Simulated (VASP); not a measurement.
Set up this calculation in VASP 6.6.1, as the native input.

```
Task                               : single point
Functional                         : HSE06
Potentials or basis                : VASP PAW PBE potentials, release 64 (B, As)
Cutoff                             : 520 eV
k mesh                             : 4 × 4 × 4
Occupations                        : gaussian, width 0.01 eV
Spin                               : no spin polarisation
Dipole correction                  : no
Grid for exact exchange (PRECFOCK) : Normal
Further INCAR settings             : ALGO = Normal; EDIFF = 1e-06; NBANDS = 11
Share of exact exchange            : 0.25
Screening parameter                : 0.2079 1/Å
```

The system is BAs.

```
B As
1.0
     0.00000    2.39187    2.39187
     2.39187    0.00000    2.39187
     2.39187    2.39187    0.00000
B As
1 1
Direct
  0.00000 0.00000 0.00000
  0.25000 0.25000 0.25000
```

One way to write it, as run:

POSCAR

```
BAs
1.0
    0.0000000000      2.3918698977      2.3918698977
    2.3918698977      0.0000000000      2.3918698977
    2.3918698977      2.3918698977      0.0000000000
B As
1 1
Direct
    0.0000000000      0.0000000000      0.0000000000
    0.2500000000      0.2500000000      0.2500000000
```

INCAR.step1

```
PREC = Accurate
ENCUT = 520
EDIFF = 1E-5
ISMEAR = 0
SIGMA = 0.01
LREAL = False
LASPH = True
NELM = 60
ALGO = Normal
ISIF = 2
LWAVE = True
LCHARG = False
NBANDS = 11
GGA = PE
```

INCAR.step2

```
PREC = Accurate
ENCUT = 520
EDIFF = 1E-6
ISMEAR = 0
SIGMA = 0.01
LREAL = False
LASPH = True
NELM = 60
ALGO = Normal
ISIF = 2
LWAVE = False
LCHARG = False
GGA = PE
LHFCALC = True
HFSCREEN = 0.2079
PRECFOCK = Normal
NBANDS = 11
ISTART = 1
```

KPOINTS

```
regular mesh
0
Gamma
  4 4 4
```

Potentials or basis: VASP PAW PBE potentials, release 64 (B, As).

Run with:

```console
$ cat potpaw_PBE.64/B/POTCAR potpaw_PBE.64/As/POTCAR > POTCAR
$ cp INCAR.step1 INCAR
$ mpirun -np 1 vasp_std > vasp.out
$ cp INCAR.step2 INCAR
$ mpirun -np 1 vasp_std > vasp.out
```

It gave:

* Pressure: -0.6 GPa
* Band gap on the k mesh: 2.12 eV (least direct gap 4.14 eV)

Caveat: the k points lie up to 0.57 Å⁻¹ apart; the PAW data sets were made with another functional, which shifts forces and pressure a little.

Run time: 2.3 min on 1 thread of Intel Xeon 8259CL, on a shared host, peak memory 0.26 GiB.
